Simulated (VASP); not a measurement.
# Be2ZnSO3 (Cm) in VASP: further runs

Runs on Be2ZnSO3. Level: PBE. Tasks: single point.

Program: VASP 6.6.1. These are calculated values, not measurements. Logs are shortened: lines on timing, memory, paths and dates and some standing lists are left out, and cuts for length are marked.

## 1. The cell of the first run

It takes space group Cm (No. 8, monoclinic). Conventional cell: a = 5.211 Å, b = 6.515 Å, c = 5.512 Å, α = 90.00°, β = 100.53°, γ = 90.00°. Be (site symmetry 1) has 3 O at 1.54 to 1.65 Å within 2.1 Å. Within 2.8 Å of Zn (site symmetry m) lie 4 O at 1.94 to 2.79 Å and 1 S at 2.25 Å and 2 Be at 2.69 Å. Within 2.3 Å of S (site symmetry m) lie 1 O at 1.71 Å and 1 Zn at 2.25 Å. Within 2.1 Å of O (site symmetry 1) lie 2 Be at 1.54 Å and 1 Zn at 1.94 Å. Within 2.2 Å of O (site symmetry m) lie 2 Be at 1.65 Å and 1 S at 1.71 Å.

## 2. Single point, PBE (13.14 Å³/atom)

INCAR

```
  PREC = Accurate
  ENCUT = 1340
  EDIFF = 1E-6
  ISMEAR = 0
  SIGMA = 0.02
  LREAL = F
  LASPH = T
  NELM = 120
  ALGO = Normal
  ISIF = 2
  LWAVE = F
  LCHARG = F
  GGA = PE
  NBANDS = 29
  GGA_COMPAT = F
```

KPOINTS

```
regular mesh
0
Gamma
  6 6 4
```

POSCAR

```
Be2ZnSO3
1.0
    2.6045898735     -3.2574645555      0.0689759346
    2.6045898735      3.2574645555      0.0689759346
   -1.1502790061      0.0000000000      5.3907478651
Be Zn S O
2 1 1 3
Direct
    0.4148473756      0.0085773571      0.5461835494
    0.0085773571      0.4148473756      0.5461835494
    0.6731767032      0.6731767032      0.8760494536
    0.7898666300      0.7898666300      0.2899437908
    0.7200689745      0.2709508683      0.6843518402
    0.2709508683      0.7200689745      0.6843518402
    0.1225120912      0.1225120912      0.3729359762
```

Potentials or basis: VASP PAW PBE potentials, release 64 (Be, Zn, S, O_h).

Launch:

```bash
$ cat potpaw_PBE.64/Be/POTCAR potpaw_PBE.64/Zn/POTCAR potpaw_PBE.64/S/POTCAR potpaw_PBE.64/O_h/POTCAR > POTCAR
$ mpirun -np 1 vasp_std > vasp.out
```

OUTCAR:

```text
PREC = Accurate
   ENCUT = 1340
   EDIFF = 1E-6
   ISMEAR = 0
   LREAL = F
   LASPH = T
   NELM = 120
   ISIF = 2
   GGA = PE

 ion  position               nearest neighbor table
   1  0.415  0.009  0.546-   5 1.54   6 1.54   7 1.65   4 2.47   3 2.69
   2  0.009  0.415  0.546-   6 1.54   5 1.54   7 1.65   4 2.47   3 2.69
   3  0.673  0.673  0.876-   5 1.94   6 1.94   4 2.25   2 2.69   1 2.69
   4  0.790  0.790  0.290-   7 1.71   3 2.25   1 2.47   2 2.47
   5  0.720  0.271  0.684-   1 1.54   2 1.54   3 1.94
   6  0.271  0.720  0.684-   2 1.54   1 1.54   3 1.94
   7  0.123  0.123  0.373-   1 1.65   2 1.65   4 1.71

  LATTYP: Found a base centered monoclinic cell.
 ALAT       =     5.2110060789
 B/A-ratio  =     1.2502248150
 C/A-ratio  =     1.0577813902
 COS(beta)  =    -0.1827188723

  Lattice vectors:

 A1 = (   2.6045898735,  -3.2574645555,   0.0689759346)
 A2 = (   2.6045898735,   3.2574645555,   0.0689759346)
 A3 = (  -1.1502790061,   0.0000000000,   5.3907478651)

Analysis of symmetry for initial positions (statically):
=====================================================================
 Subroutine PRICEL returns:
 Original cell was already a primitive cell.

 Routine SETGRP: Setting up the symmetry group for a
 base centered monoclinic supercell.

 Subroutine GETGRP returns: Found  2 space group operations
 (whereof  2 operations were pure point group operations)
 out of a pool of  4 trial point group operations.

The static configuration has the point symmetry C_1h.

Analysis of symmetry for dynamics (positions and initial velocities):
=====================================================================
 Subroutine PRICEL returns:
 Original cell was already a primitive cell.

 Routine SETGRP: Setting up the symmetry group for a
 base centered monoclinic supercell.

 Subroutine GETGRP returns: Found  2 space group operations
 (whereof  2 operations were pure point group operations)
 out of a pool of  4 trial point group operations.

The dynamic configuration has the point symmetry C_1h.

 Subroutine INISYM returns: Found  2 space group operations
 (whereof  2 operations are pure point group operations),
 and found     1 'primitive' translations

----------------------------------------------------------------------------------------

                                     Primitive cell

  volume of cell :      91.9910

  direct lattice vectors                    reciprocal lattice vectors
     2.604589874 -3.257464555  0.068975935     0.190890115 -0.153493612  0.040732176
     2.604589874  3.257464555  0.068975935     0.190890115  0.153493612  0.040732176
    -1.150279006  0.000000000  5.390747865    -0.004884971  0.000000000  0.184460662

  length of vectors
     4.171297330  4.171297330  5.512105255     0.248311166  0.248311166  0.184525334

  position of ions in fractional coordinates (direct lattice)
     0.414847376  0.008577357  0.546183549
     0.008577357  0.414847376  0.546183549
     0.673176703  0.673176703  0.876049454
     0.789866630  0.789866630  0.289943791
     0.720068975  0.270950868  0.684351840
     0.270950868  0.720068975  0.684351840
     0.122512091  0.122512091  0.372935976

  ion indices of the primitive-cell ions
   primitive index   ion index
                 1           1
                 2           2
                 3           3
                 4           4
                 5           5
                 6           6
                 7           7

----------------------------------------------------------------------------------------

 KPOINTS: regular mesh

Automatic generation of k-mesh.
 Grid dimensions read from file:
 generate k-points for:    6    6    4

 Generating k-lattice:

  Cartesian coordinates                     Fractional coordinates (reciprocal lattice)
     0.031815019 -0.025582269  0.006788696     0.166666667  0.000000000  0.000000000
     0.031815019  0.025582269  0.006788696     0.000000000  0.166666667  0.000000000
    -0.001221243  0.000000000  0.046115166     0.000000000  0.000000000  0.250000000

  Length of vectors
     0.041385194  0.041385194  0.046131333

  Shift w.r.t. Gamma in fractional coordinates (k-lattice)
     0.000000000  0.000000000  0.000000000

 Subroutine IBZKPT returns following result:
 ===========================================

 Found     47 irreducible k-points:

 Following reciprocal coordinates:
            Coordinates               Weight
  0.000000  0.000000  0.000000      1.000000
  0.166667 -0.000000  0.000000      4.000000
  0.333333  0.000000 -0.000000      4.000000
  0.500000  0.000000  0.000000      2.000000
  0.166667  0.166667  0.000000      2.000000
  0.333333  0.166667 -0.000000      4.000000
[... 16 lines left out ...]
 -0.333333  0.166667  0.250000      4.000000
 -0.166667  0.166667  0.250000      4.000000
 [... further k-points ...]
   k-points           NKPTS =     47   k-points in BZ     NKDIM =     47   number of bands    NBANDS=     29
   number of dos      NEDOS =    301   number of ions     NIONS =      7
   total plane-waves  NPLWV = 175000
   dimension x,y,z NGX =    50 NGY =   50 NGZ =   70
   dimension x,y,z NGXF=   100 NGYF=  100 NGZF=  140
   ions per type =               2   1   1   3
   NGX,Y,Z   is equivalent  to a cutoff of  19.93, 19.93, 21.11 a.u.
   NGXF,Y,Z  is equivalent  to a cutoff of  39.85, 39.85, 42.22 a.u.
 SYSTEM =  unknown system
   PREC   = accura    normal or accurate (medium, high low for compatibility)
   ISTART =      0    job   : 0-new  1-cont  2-samecut
   ICHARG =      2    charge: 1-file 2-atom 10-const
   ISPIN  =      1    spin polarized calculation?
   LNONCOLLINEAR =      F non collinear calculations
   LSORBIT =      F    spin-orbit coupling
   LASPH  =      T    aspherical Exc in radial PAW
   ENCUT  = 1340.0 eV  98.49 Ry    9.92 a.u.  12.45 12.45 16.45*2*pi/ulx,y,z
   NELM   =    120;   NELMIN=  2; NELMDL= -5     # of ELM steps
   EDIFF  = 0.1E-05   stopping-criterion for ELM
   LREAL  =      F    real-space projection
   EDIFFG = 0.1E-04   stopping-criterion for IOM
   NSW    =      0    number of steps for IOM
   IBRION =     -1    ionic relax: 0-MD 1-quasi-New 2-CG
   NFREE  =      0    steps in history (QN), initial steepest desc. (CG)
   ISIF   =      2    stress and relaxation
   ISYM   =      2    0-nonsym 1-usesym 2-fastsym
   POTIM  = 0.5000    time-step for ionic-motion
   TEBEG  =    0.0;   TEEND  =   0.0 temperature during run
   PSTRESS=    0.0 pullay stress
   NELECT =      40.0000    total number of electrons
   NUPDOWN=      -1.0000    fix difference up-down
   EMIN   =  10.00;   EMAX   =-10.00  energy-range for DOS
   EFERMI =   0.00;   METHOD = LEGACY
   ISMEAR =     0;   SIGMA  =   0.02  broadening in eV -4-tet -1-fermi 0-gaus
   EFERMI_NEDOS =   21; number of points for ismear=-14 and -15
   IALGO  =     38    algorithm
   IMIX   =      4    mixing-type and parameters
     AMIX     =   0.40;   BMIX     =  1.00
     AMIX_MAG =   1.60;   BMIX_MAG =  1.00
  volume/ion in A,a.u.               =      13.14        88.68
  Fermi-wavevector in a.u.,A,eV,Ry     =   1.240261  2.343753 20.929124  1.538247
  Thomas-Fermi vector in A             =   2.374709
   LORBIT       =      0    0 simple, 1 ext, 2 COOP (PROOUT), +10 PAW based schemes
   GGA     = PE    functional components
   LHFCALC =     F    Hartree Fock is set to
   AEXX    =    0.0000 exact exchange contribution
   IVDW    =     0    specifies the selected vdW correction
   LEPSILON=     F    determine dielectric tensor
   LRPA    =     F    only Hartree local field effects (RPA)
 non-spin polarized calculation
 Gauss-broadening in eV      SIGMA  =   0.02
  energy-cutoff  :     1340.00
  volume of cell :       91.99
 maximum number of plane-waves:     10307
 NGX is ok and might be reduce to    50
   NGX = 25   NGY = 25   NGZ = 33

 number of electron      40.0000003 magnetization

 Free energy of the ion-electron system (eV)
  ---------------------------------------------------
  ext. energy  EPLUGINS =         0.00000000
  ---------------------------------------------------
  free energy    TOTEN  =       -39.23309719 eV

  energy without entropy =      -39.23309719  energy(sigma->0) =      -39.23309719

 E-fermi :   1.6984     XC(G=0):  -9.1466

 val. band max:        1.5489357878   @ k =  -0.3333  -0.3333   0.2500
 cond. band min:       4.1009854523   @ k =   0.1667   0.1667   0.0000
 fundamental gap:      2.5520496645
 Fermi energy:         1.6983651940

 k-point     1 :       0.0000    0.0000    0.0000
  band No.  band energies     occupation
      1     -18.2215      2.00000
      2     -16.1526      2.00000
      3     -15.4015      2.00000
      4      -9.9773      2.00000
      5      -4.6813      2.00000
      6      -4.5086      2.00000
[... 21 lines left out ...]
     28      12.2681      0.00000
     29      14.0222      0.00000

 k-point     2 :       0.1667   -0.0000    0.0000
  band No.  band energies     occupation
      1     -18.1994      2.00000
      2     -16.1176      2.00000
      3     -15.4544      2.00000
      4     -10.0209      2.00000
      5      -4.6306      2.00000
      6      -4.4527      2.00000
[... 21 lines left out ...]
     28      12.4062      0.00000
     29      13.4532      0.00000

 k-point     3 :       0.3333    0.0000   -0.0000
  band No.  band energies     occupation
      1     -18.1541      2.00000
      2     -16.0216      2.00000
      3     -15.5883      2.00000
      4     -10.1024      2.00000
      5      -4.5616      2.00000
      6      -4.4430      2.00000
[... 638 lines left out ...]
      5      -4.7243      2.00000
      6      -4.5171      2.00000
[... 21 lines left out ...]
     28      11.6611      0.00000
     29      12.1539      0.00000

 k-point    24 :      -0.1667    0.1667    0.2500
  band No.  band energies     occupation
      1     -18.1812      2.00000
      2     -16.1286      2.00000
      3     -15.4445      2.00000
      4     -10.0107      2.00000
      5      -4.7759      2.00000
      6      -4.5212      2.00000
[... 21 lines left out ...]
     28      11.4342      0.00000
     29      12.0582      0.00000

 [... further k-points ...]

------------------------ aborting loop because EDIFF is reached ----------------------------------------

  FORCE on cell =-STRESS in cart. coord.  units (eV):
  Direction    XX          YY          ZZ          XY          YZ          ZX
  --------------------------------------------------------------------------------------
  -------------------------------------------------------------------------------------
  Total        0.7443107      1.0705909      0.9806552      0.0000000      0.0000000      0.0502557
  in kB       12.9634200     18.6461358     17.0797548      0.0000000      0.0000000      0.8752877
  external PRESSURE =      16.2297702 kB  Pullay stress =       0.0000000 kB

 VOLUME and BASIS-vectors are now :
 -----------------------------------------------------------------------------
  energy-cutoff  :     1340.00
  volume of cell :       91.99
      direct lattice vectors                 reciprocal lattice vectors
     2.604589874 -3.257464555  0.068975935     0.190890115 -0.153493612  0.040732176
     2.604589874  3.257464555  0.068975935     0.190890115  0.153493612  0.040732176
    -1.150279006  0.000000000  5.390747865    -0.004884971  0.000000000  0.184460662

 POSITION                                       TOTAL-FORCE (eV/Angst)
 -----------------------------------------------------------------------------------
      0.47458     -1.32341      2.97354         0.000056      0.002999      0.007000
      0.47458      1.32341      2.97354         0.000056     -0.002999      0.007000
      2.49900      0.00000      4.81543         0.051242      0.000000      0.071754
      3.78104      0.00000      1.67198         0.122714      0.000000      0.038736
      1.79400     -1.46299      3.75752        -0.023826     -0.057942     -0.034864
      1.79400      1.46299      3.75752        -0.023826      0.057942     -0.034864
      0.20921      0.00000      2.02730        -0.126416      0.000000     -0.054763
 -----------------------------------------------------------------------------------
    total drift:                               -0.000691      0.000000     -0.000916

  FREE ENERGIE OF THE ION-ELECTRON SYSTEM (eV)
  ---------------------------------------------------
  free  energy   TOTEN  =       -39.2330971870 eV

  energy  without entropy=      -39.2330971870  energy(sigma->0) =      -39.23309719
```

Run time: 6.3 min. Hardware: 1 thread of Intel Xeon Platinum 8488C (Sapphire Rapids), shared host; peak memory 0.79 GiB.

Results:

```
Free energy            : -39.2331 eV
Pressure               : 1.6 GPa
Largest force          : 0.138 eV/Å
Band gap on the k mesh : 2.55 eV (least direct gap 2.80 eV)
```

Forces in eV/Å, atoms in the order of the input:
```
Be   0.000  0.003  0.007
Be   0.000 -0.003  0.007
Zn   0.051  0.000  0.072
S    0.123  0.000  0.039
O   -0.024 -0.058 -0.035
O   -0.024  0.058 -0.035
O   -0.126  0.000 -0.055
```

Stress tensor (GPa, compression positive):
```
1.30 0.00 0.09
0.00 1.86 0.00
0.09 0.00 1.71
```

Levels at points of the mesh, in eV from the valence-band top:
```csv
k point,band 17,band 18,band 19,band 20,band 21,band 22,band 23,band 24
"(0.00, 0.00, 0.00)",-2.00,-1.57,-0.42,-0.41,2.72,4.22,5.76,6.95
"(0.50, 0.00, 0.00)",-2.27,-1.56,-0.73,-0.26,2.96,4.52,6.62,7.20
"(0.50, 0.50, 0.00)",-2.19,-0.98,-0.71,-0.44,3.39,5.50,7.70,7.91
"(0.00, 0.00, 0.50)",-1.72,-1.50,-1.48,-1.05,3.86,4.98,6.34,6.68
"(0.50, 0.00, 0.50)",-1.91,-1.18,-0.64,-0.35,3.13,5.54,5.80,7.31
"(0.50, 0.50, 0.50)",-1.91,-0.77,-0.64,-0.04,3.68,5.39,5.94,7.12
```

A k mesh can miss the band edges.

## 3. Single point, PBE (12.72 Å³/atom)

This run uses another cell than the first one, of 12.72 Å³/atom.

INCAR

```
  PREC = Accurate
  ENCUT = 1340
  EDIFF = 1E-6
  ISMEAR = 0
  SIGMA = 0.02
  LREAL = False
  LASPH = True
  NELM = 120
  ALGO = Normal
  ISIF = 2
  LWAVE = False
  LCHARG = False
  GGA = PE
  NBANDS = 29
  GGA_COMPAT = False
```

KPOINTS

```
Automatic mesh
0
Gamma
  6 6 4
```

POSCAR

```
Be2ZnSO3
1.0
    2.5788367235     -3.2093844593      0.1156086973
    2.5788367235      3.2093844593      0.1156086973
   -1.0408691312      0.0000000000      5.3333498926
Be Zn S O
2 1 1 3
Direct
    0.4107672473      0.0063560535      0.5467159635
    0.0063560535      0.4107672473      0.5467159635
    0.6899672793      0.6899672793      0.8688665060
    0.7928087269      0.7928087269      0.2873893654
    0.7146953493      0.2594122253      0.6910170076
    0.2594122253      0.7146953493      0.6910170076
    0.1259931184      0.1259931184      0.3682781862
```

Potentials or basis: VASP PAW PBE potentials, release 64 (Be, Zn, S, O_h).

Launch:

```bash
$ cat potpaw_PBE.64/Be/POTCAR potpaw_PBE.64/Zn/POTCAR potpaw_PBE.64/S/POTCAR potpaw_PBE.64/O_h/POTCAR > POTCAR
$ mpirun -np 1 vasp_std > vasp.out
```

Wall time 6 min (1 thread of AMD EPYC 9R45 (Zen 5), shared host); peak memory 0.74 GiB.

It converged, with:

```
Free energy            : -39.2031 eV
Pressure               : 2.0 GPa
Largest force          : 0.142 eV/Å
Band gap on the k mesh : 2.58 eV (least direct gap 2.85 eV)
```

Forces in eV/Å, atoms in the order of the input:
```
Be   0.003  0.009 -0.001
Be   0.003 -0.009 -0.001
Zn   0.057  0.000  0.072
S    0.132  0.000  0.042
O   -0.032 -0.053 -0.029
O   -0.032  0.053 -0.029
O   -0.131  0.000 -0.054
```

Stress tensor (GPa, compression positive):
```
1.67 0.00 0.08
0.00 2.23 0.00
0.08 0.00 2.10
```

Levels at points of the mesh, in eV from the valence-band top:
| k point | band 16 | band 17 | band 18 | band 19 | band 20 | band 21 | band 22 | band 23 | band 24 | band 25 |
| --- | --- | --- | --- | --- | --- | --- | --- | --- | --- | --- |
| (0.00, 0.00, 0.00) | -2.24 | -1.93 | -1.64 | -0.45 | -0.43 | 2.66 | 4.31 | 5.81 | 7.04 | 7.49 |
| (0.50, 0.00, 0.00) | -2.50 | -2.36 | -1.53 | -0.78 | -0.32 | 3.00 | 4.63 | 6.81 | 7.37 | 8.41 |
| (0.50, 0.50, 0.00) | -2.40 | -2.04 | -1.10 | -0.61 | -0.42 | 3.47 | 5.68 | 7.90 | 8.25 | 8.68 |
| (0.00, 0.00, 0.50) | -2.03 | -1.70 | -1.59 | -1.55 | -1.03 | 3.96 | 4.99 | 6.46 | 6.74 | 8.09 |
| (0.50, 0.00, 0.50) | -2.54 | -1.90 | -1.30 | -0.60 | -0.36 | 3.15 | 5.76 | 5.98 | 7.51 | 7.97 |
| (0.50, 0.50, 0.50) | -2.07 | -2.02 | -0.72 | -0.56 | -0.01 | 3.79 | 5.59 | 5.97 | 7.37 | 7.93 |

A k mesh can miss the band edges.
